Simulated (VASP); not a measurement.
A run of VASP 6.6.1 is set up as follows.

File INCAR:

```
  PREC = Accurate
  ENCUT = 520
  EDIFF = 1E-6
  ISMEAR = -1
  SIGMA = 0.05
  LREAL = False
  LASPH = True
  NELM = 80
  ALGO = Normal
  ISIF = 2
  LWAVE = False
  LCHARG = False
  GGA = PE
  NBANDS = 16
```

The input KPOINTS:

```
regular mesh
0
Gamma
  12 12 6
```

The input POSCAR:

```
BN
1.0
    2.2861350323      0.0000000000      0.0000000000
   -1.1430675162      1.9798510145      0.0000000000
    0.0000000000      0.0000000000      3.7979837296
B N
2 2
Direct
    0.3333333333      0.6666666667      0.0018888075
    0.6666666667      0.3333333333      0.5018888075
    0.3333333333      0.6666666667      0.3741111925
    0.6666666667      0.3333333333      0.8741111925
```

Potentials or basis: VASP PAW PBE potentials, release 64 (B, N).

Launch:

```bash
$ cat potpaw_PBE.64/B/POTCAR potpaw_PBE.64/N/POTCAR > POTCAR
$ mpirun -np 1 vasp_std > vasp.out
```

Task: Predict the largest force.

Result: 0.003 eV/Å.

Task: Estimate the pressure.

Result: 222.2 GPa.

Task: What does it give for the band gap on the k mesh?

Result: 4.19 eV, indirect (least direct gap 9.61 eV).

Forces in eV/Å, atoms in the order of the input:
```
B    0.000  0.000  0.003
B    0.000  0.000  0.003
N    0.000  0.000 -0.003
N    0.000  0.000 -0.003
```

A k mesh can miss the band edges.
